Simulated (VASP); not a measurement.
Wanted: the native input for a VASP 6.6.1 run.

* Task: single point
* Functional: PBE
* Potentials or basis: VASP PAW PBE potentials, release 64 (Na_pv, N)
* Cutoff: 520 eV
* k mesh: 6 × 6 × 4
* Occupations: gaussian, width 0.1 eV
* Spin: no spin polarisation
* Dipole correction: no
* Further INCAR settings: ALGO = Normal; EDIFF = 1e-06; NBANDS = 16

The structure of Na2N lies in POSCAR:

```
Na2N
1.0
    3.3239531500      0.0000000000      0.0000000000
   -1.6619765700      2.8786278700      0.0000000000
    0.0000000000      0.0000000000      5.8549353300
Na N
2 1
Direct
    0.3333333300      0.6666666700      0.2473006500
    0.6666666700      0.3333333300      0.7526993500
    0.0000000000      0.0000000000      0.0000000000
```

These files were run (other wordings do the same):

INCAR

```
SYSTEM = Na2N
ALGO = Normal ; EDIFF = 1E-6
ENCUT = 520 ; GGA = PE
ISIF = 2 ; ISMEAR = 0
LASPH = .TRUE. ; LCHARG = .FALSE.
LREAL = .FALSE. ; LWAVE = .FALSE.
NBANDS = 16 ; NELM = 100
PREC = Accurate ; SIGMA = 0.1
```

KPOINTS

```
k-points
0
G
  6 6 4
  0 0 0
```

Potentials or basis: VASP PAW PBE potentials, release 64 (Na_pv, N).

Command:

```console
$ cat potpaw_PBE.64/Na_pv/POTCAR potpaw_PBE.64/N/POTCAR > POTCAR
$ mpirun -np 1 vasp_std > vasp.out
```

Results of the run:

* Pressure: 1.3 GPa
* Largest force: 0.789 eV/Å

Caveat: the k points lie up to 0.36 Å⁻¹ apart.

Run time: 42 s on 1 thread of AMD EPYC 7R13 Processor (Zen 3) (shared host), peak memory 0.15 GiB.
